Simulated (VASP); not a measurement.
A run of VASP 6.6.1 is set up as follows.

The input INCAR:

```
PREC = Accurate
ENCUT = 520
EDIFF = 1E-6
ISMEAR = 0
SIGMA = 0.05
LREAL = False
LASPH = True
NELM = 60
ALGO = Normal
ISIF = 2
LWAVE = False
LCHARG = False
GGA = PS
IVDW = 12
NBANDS = 11
```

KPOINTS

```
regular mesh
0
Gamma
  10 10 10
```

File POSCAR:

```
AlN
1.0
    0.0000000000      1.9811803371      1.9811803371
    1.9811803371      0.0000000000      1.9811803371
    1.9811803371      1.9811803371      0.0000000000
Al N
1 1
Direct
    0.0000000000      0.0000000000      0.0000000000
    0.5000000000      0.5000000000      0.5000000000
```

Potentials or basis: VASP PAW PBE potentials, release 64 (Al, N).

Run with:

```bash
$ cat potpaw_PBE.64/Al/POTCAR potpaw_PBE.64/N/POTCAR > POTCAR
$ mpirun -np 1 vasp_std > vasp.out
```

Question: Predict the dispersion energy per atom.

Answer: -0.305 eV.

Question: Estimate the band gap on the k mesh.

Answer: 5.02 eV, indirect (least direct gap 6.57 eV).

Question: Predict the pressure.

Answer: 12.1 GPa.

Caveat: the PAW data sets were made with another functional, which shifts forces and pressure a little. A k mesh can miss the band edges.
